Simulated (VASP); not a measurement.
Wanted: the native input for a VASP 6.6.1 run.

| Item | Value |
| --- | --- |
| Task | single point |
| Functional | PBE |
| Dispersion | D3(BJ) |
| Potentials or basis | VASP PAW PBE potentials, release 64 (Mo_sv, S) |
| Cutoff | 520 eV |
| k mesh | 12 × 12 × 4 |
| Occupations | gaussian, width 0.05 eV |
| Spin | no spin polarisation |
| Dipole correction | no |
| Further INCAR settings | ALGO = Normal; EDIFF = 1e-07; NBANDS = 20 |

The structure of MoS2 lies in POSCAR:

```
MoS2
1.0
    3.1497239970      0.0000000000      0.0000000000
   -1.5748619985      2.7277409963      0.0000000000
    0.0000000000      0.0000000000      6.3151655272
Mo S
1 2
Direct
    0.0000000000      0.0000000000      0.0000000000
    0.3333333333      0.6666666667      0.2356692374
    0.3333333333      0.6666666667      0.7643307626
```

This cell differs from its parent crystal: strain -0.0500 x Voigt [0, 0, 1, 0, 0, 0].

These files were run (other wordings do the same):

INCAR

```
SYSTEM = MoS2
ALGO = Normal
EDIFF = 1E-7
ENCUT = 520
GGA = PE
ISIF = 2
ISMEAR = 0
IVDW = 12
LASPH = .True.
LCHARG = .True.
LELF = .True.
LREAL = .False.
LVHAR = .True.
LWAVE = .False.
NBANDS = 20
NELM = 80
PREC = Accurate
SIGMA = 0.05
```

KPOINTS

```
k-points
0
Gamma
  12 12 4
  0 0 0
```

Potentials or basis: VASP PAW PBE potentials, release 64 (Mo_sv, S).

Launch:

```console
$ cat potpaw_PBE.64/Mo_sv/POTCAR potpaw_PBE.64/S/POTCAR > POTCAR
$ mpirun -np 1 vasp_std > vasp.out
```

Results of the run:

```
Pressure                   : 8.6 GPa
Largest force              : 1.530 eV/Å
Band gap on the k mesh     : 0.64 eV, indirect (least direct gap 1.60 eV)
Dispersion energy per atom : -0.418 eV
```

Caveat: the cell differs from its parent crystal (strain -0.0500 x Voigt [0, 0, 1, 0, 0, 0]); forces of over 1 eV/Å act on the atoms, so gaps and moduli don't describe the material at rest.

It took 2.1 min on 1 thread of AMD EPYC 7R13, with other jobs on the host, peak memory 0.19 GiB.
